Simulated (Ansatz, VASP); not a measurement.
# W: VASP beside Ansatz

```
CELL_PARAMETERS angstrom
2.78508 0.00000 0.00000
-1.39254 2.41195 0.00000
0.00000 0.00000 4.96705
ATOMIC_POSITIONS crystal
W 0.33333 0.66667 0.25000
W 0.66667 0.33333 0.75000
```

Alike in both runs: task single point; functional revPBE; k mesh 15 × 15 × 7; occupations fermi-dirac, width 0.1 eV; no spin polarisation.

```csv
,VASP,Ansatz
version,VASP 6.6.1,Ansatz 0.2.0
potentials or method,"VASP PAW PBE potentials, release 64 (W_sv), cutoff 520 eV","plane waves (420 eV) with PAW, scalar-relativistic"
valence electrons in the cell,28,28
```

VASP gave:

```
pressure (GPa)                                                : 0.5
traceless stress, the component that is largest in VASP (GPa) : -0.32
```

Q: Estimate Ansatz's values.

A: Pressure (GPa): 0.0; traceless stress, the component that is largest in VASP (GPa): -0.20.

VASP's potentials were made for PBE, not for revPBE. The functional is the same, so the differences come from potentials, cutoffs and numerics.

Neither program's run includes spin-orbit coupling.
